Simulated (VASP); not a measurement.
# Sn4Se (Fd-3m) in VASP: notebook, part 3 of 3

VASP 6.6.1. Earlier steps stand in the parts before.

### 4 Single point, PBE

This run uses another cell than the first one, of 31.86 Å³/atom, 1.043 times its volume.

INCAR reads:

```
SYSTEM = Sn4Se
PREC = Accurate
ENCUT = 520
EDIFF = 1E-7
ISMEAR = 0
SIGMA = 0.1
LREAL = .FALSE.
LASPH = .TRUE.
NELM = 80
ALGO = Normal
ISIF = 2
LWAVE = .FALSE.
LCHARG = .FALSE.
GGA = PE
NBANDS = 73
```

KPOINTS reads:

```
Automatic mesh
0
G
  6 6 6
  0 0 0
```

POSCAR reads:

```
Sn4Se
1.0
    0.0000000000      5.4209802118      5.4209802118
    5.4209802118      0.0000000000      5.4209802118
    5.4209802118      5.4209802118      0.0000000000
Sn Se
8 2
Direct
    0.8547323147      0.8547323147      0.8547323147
    0.8547323147      0.8547323147      0.4358030559
    0.8547323147      0.4358030559      0.8547323147
    0.4358030559      0.8547323147      0.8547323147
    0.3952676853      0.3952676853      0.8141969441
    0.3952676853      0.3952676853      0.3952676853
    0.3952676853      0.8141969441      0.3952676853
    0.8141969441      0.3952676853      0.3952676853
    0.2500000000      0.2500000000      0.2500000000
    0.0000000000      0.0000000000      0.0000000000
```

Potentials or basis: VASP PAW PBE potentials, release 64 (Sn_d, Se).

Run with:

```console
$ cat potpaw_PBE.64/Sn_d/POTCAR potpaw_PBE.64/Se/POTCAR > POTCAR
$ mpirun -np 1 vasp_std > vasp.out
```

OUTCAR:

```text
SYSTEM = Sn4Se
   PREC = Accurate
   ENCUT = 520
   EDIFF = 1E-7
   ISMEAR = 0
   LREAL = .FALSE.
   LASPH = .TRUE.
   NELM = 80
   ISIF = 2
   GGA = PE

 ion  position               nearest neighbor table
   1  0.855  0.855  0.855-  10 2.73   3 3.21   4 3.21   2 3.21
   2  0.855  0.855  0.436-  10 2.73   3 3.21   4 3.21   1 3.21
   3  0.855  0.436  0.855-  10 2.73   2 3.21   4 3.21   1 3.21
   4  0.436  0.855  0.855-  10 2.73   2 3.21   3 3.21   1 3.21
   5  0.395  0.395  0.814-   9 2.73   7 3.21   8 3.21   6 3.21
   6  0.395  0.395  0.395-   9 2.73   7 3.21   8 3.21   5 3.21
   7  0.395  0.814  0.395-   9 2.73   6 3.21   8 3.21   5 3.21
   8  0.814  0.395  0.395-   9 2.73   6 3.21   7 3.21   5 3.21
   9  0.250  0.250  0.250-   6 2.73   5 2.73   7 2.73   8 2.73
  10  0.000  0.000  0.000-   1 2.73   2 2.73   3 2.73   4 2.73

  LATTYP: Found a face centered cubic cell.
 ALAT       =    10.8419604236

  Lattice vectors:

 A1 = (   0.0000000000,   5.4209802118,   5.4209802118)
 A2 = (   5.4209802118,   0.0000000000,   5.4209802118)
 A3 = (   5.4209802118,   5.4209802118,   0.0000000000)

Analysis of symmetry for initial positions (statically):
[... 6 lines left out ...]

 Subroutine GETGRP returns: Found 48 space group operations
 (whereof 24 operations were pure point group operations)
 out of a pool of 48 trial point group operations.

The static configuration has the point symmetry T_d .
 The point group associated with its full space group is O_h .

Analysis of symmetry for dynamics (positions and initial velocities):
[... 6 lines left out ...]

 Subroutine GETGRP returns: Found 48 space group operations
 (whereof 24 operations were pure point group operations)
 out of a pool of 48 trial point group operations.

The dynamic configuration has the point symmetry T_d .
 The point group associated with its full space group is O_h .

[... 128 lines left out ...]
  Thomas-Fermi vector in A             =   2.331226
   LORBIT       =      0    0 simple, 1 ext, 2 COOP (PROOUT), +10 PAW based schemes
   GGA     = PE    functional components
   LHFCALC =     F    Hartree Fock is set to
   AEXX    =    0.0000 exact exchange contribution
   IVDW    =     0    specifies the selected vdW correction
   LEPSILON=     F    determine dielectric tensor
   LRPA    =     F    only Hartree local field effects (RPA)
 non-spin polarized calculation
 Gauss-broadening in eV      SIGMA  =   0.10
  energy-cutoff  :      520.00
  volume of cell :      318.61
 maximum number of plane-waves:      8616
 NGX is ok and might be reduce to    60
   NGX = 29   NGY = 29   NGZ = 29

 number of electron     124.0000038 magnetization

 Free energy of the ion-electron system (eV)
  ---------------------------------------------------
  ext. energy  EPLUGINS =         0.00000000
  ---------------------------------------------------
  free energy    TOTEN  =       -36.19669026 eV

  energy without entropy =      -36.18193358  energy(sigma->0) =      -36.18931192

 E-fermi :   5.4854     XC(G=0):  -9.2830

 val. band max:        5.4726516942   @ k =  -0.1667   0.1667   0.0000
 cond. band min:       5.5761767268   @ k =   0.3333   0.3333   0.0000
 fundamental gap:      0.1035250327
 Fermi energy:         5.4853639186

 k-point     1 :       0.0000    0.0000    0.0000
  band No.  band energies     occupation
      1     -16.1857      2.00000
      2     -16.1658      2.00000
      3     -16.1048      2.00000
      4     -16.1048      2.00000
      5     -16.1048      2.00000
      6     -16.1005      2.00000
[... 1205 lines left out ...]
     72       8.3339      0.00000
     73       8.7329      0.00000

------------------------ aborting loop because EDIFF is reached ----------------------------------------

  FORCE on cell =-STRESS in cart. coord.  units (eV):
  Direction    XX          YY          ZZ          XY          YZ          ZX
  --------------------------------------------------------------------------------------
  -------------------------------------------------------------------------------------
  Total       -0.0588848     -0.0588848     -0.0588848      0.0000000     -0.0000000     -0.0000000
  in kB       -0.2961080     -0.2961080     -0.2961080      0.0000000     -0.0000000     -0.0000000
  external PRESSURE =      -0.2961080 kB  Pullay stress =       0.0000000 kB

 VOLUME and BASIS-vectors are now :
 -----------------------------------------------------------------------------
  energy-cutoff  :      520.00
  volume of cell :      318.61
      direct lattice vectors                 reciprocal lattice vectors
     0.000000000  5.420980212  5.420980212    -0.092234242  0.092234242  0.092234242
     5.420980212  0.000000000  5.420980212     0.092234242 -0.092234242  0.092234242
     5.420980212  5.420980212  0.000000000     0.092234242  0.092234242 -0.092234242

 POSITION                                       TOTAL-FORCE (eV/Angst)
 -----------------------------------------------------------------------------------
      9.26697      9.26697      9.26697        -0.003933     -0.003933     -0.003933
      6.99597      6.99597      9.26697         0.003933      0.003933     -0.003933
      6.99597      9.26697      6.99597         0.003933     -0.003933      0.003933
      9.26697      6.99597      6.99597        -0.003933      0.003933      0.003933
      6.55648      6.55648      4.28548        -0.003933     -0.003933      0.003933
      4.28548      4.28548      4.28548         0.003933      0.003933      0.003933
      6.55648      4.28548      6.55648        -0.003933      0.003933     -0.003933
      4.28548      6.55648      6.55648         0.003933     -0.003933     -0.003933
      2.71049      2.71049      2.71049        -0.000000     -0.000000     -0.000000
      0.00000      0.00000      0.00000        -0.000000     -0.000000     -0.000000
 -----------------------------------------------------------------------------------
    total drift:                                0.000000      0.000000      0.000000

  FREE ENERGIE OF THE ION-ELECTRON SYSTEM (eV)
  ---------------------------------------------------
  free  energy   TOTEN  =       -36.1966902602 eV

  energy  without entropy=      -36.1819335825  energy(sigma->0) =      -36.18931192
```

OSZICAR:

```text
N       E                     dE             d eps       ncg     rms          rms(c)
DAV:   1     0.148188926515E+04    0.14819E+04   -0.58933E+04  2497   0.238E+03
DAV:   2     0.226785722361E+03   -0.12551E+04   -0.12336E+04  2336   0.699E+02
DAV:   3    -0.148423299685E+02   -0.24163E+03   -0.23421E+03  2555   0.235E+02
DAV:   4    -0.356670269052E+02   -0.20825E+02   -0.20097E+02  2703   0.671E+01
DAV:   5    -0.364952030163E+02   -0.82818E+00   -0.82187E+00  2647   0.135E+01    0.634E+00
DAV:   6    -0.362247391421E+02    0.27046E+00   -0.65441E-01  2920   0.378E+00    0.376E+00
DAV:   7    -0.362048469817E+02    0.19892E-01   -0.57636E-01  2836   0.269E+00    0.950E-01
DAV:   8    -0.361960057049E+02    0.88413E-02   -0.84801E-02  2800   0.144E+00    0.382E-01
DAV:   9    -0.361966234046E+02   -0.61770E-03   -0.13837E-02  2614   0.491E-01    0.120E-01
DAV:  10    -0.361966490092E+02   -0.25605E-04   -0.15087E-03  3176   0.200E-01    0.620E-02
DAV:  11    -0.361966922478E+02   -0.43239E-04   -0.35298E-04  3213   0.686E-02    0.201E-02
DAV:  12    -0.361966907808E+02    0.14670E-05   -0.37580E-05  2704   0.254E-02    0.112E-02
DAV:  13    -0.361966904180E+02    0.36277E-06   -0.15973E-05  2718   0.102E-02    0.232E-03
DAV:  14    -0.361966902605E+02    0.15749E-06   -0.16253E-06  2352   0.519E-03    0.196E-03
DAV:  15    -0.361966903749E+02   -0.11442E-06   -0.69684E-07  2310   0.328E-03    0.646E-04
DAV:  16    -0.361966902530E+02    0.12195E-06   -0.12515E-07  1662   0.147E-03    0.446E-04
DAV:  17    -0.361966902602E+02   -0.71796E-08   -0.27343E-08  1385   0.633E-04
   1 F= -.36196690E+02 E0= -.36189312E+02  d E =-.147567E-01
```

Wall time 4.9 min (1 thread of Intel Xeon 6975P-C (Granite Rapids), shared host); peak memory 0.64 GiB.

What came out:

| Item | Value |
| --- | --- |
| Free energy | -36.1967 eV |
| Pressure | 0.0 GPa |
| Largest force | 0.007 eV/Å |
| Band gap on the k mesh | zero (band 62 reaches 5.66 eV, above the bottom of band 63 at 5.25 eV) |

Forces in eV/Å, atoms in the order of the input:
```
Sn  -0.004 -0.004 -0.004
Sn   0.004  0.004 -0.004
Sn   0.004 -0.004  0.004
Sn  -0.004  0.004  0.004
Sn  -0.004 -0.004  0.004
Sn   0.004  0.004  0.004
Sn  -0.004  0.004 -0.004
Sn   0.004 -0.004 -0.004
Se   0.000  0.000  0.000
Se   0.000  0.000  0.000
```

Caveat: spin-orbit coupling is left out, which moves the levels of the heavy elements.

### 5 Overview

| cell | k mesh | gap on the mesh (eV) | pressure (GPa) | largest force (eV/Å) |
| --- | --- | --- | --- | --- |
| a = 7.560 Å, angles 60.0°, 10 atoms | 4 × 4 × 4 | none | 24.4 | 14.79 |
| a = 7.688 Å, angles 60.0°, 10 atoms | 4 × 4 × 4 | none | -0.2 | 0.02 |
| a = 7.666 Å, angles 60.0°, 10 atoms | 6 × 6 × 6 | none | 0.0 | 0.01 |

Alike in all rows: task single point; level PBE; potentials or basis VASP PAW PBE potentials, release 64 (Sn_d, Se); no spin polarisation; cutoff (eV) 520; smearing gaussian 0.1 eV.

Caveats: spin-orbit coupling is left out, which moves the levels of the heavy elements; forces of over 1 eV/Å act on the atoms, so gaps and moduli don't describe the material at rest (some runs).

Total energies depend on the potentials used, so only differences within one code and one set of settings carry meaning.
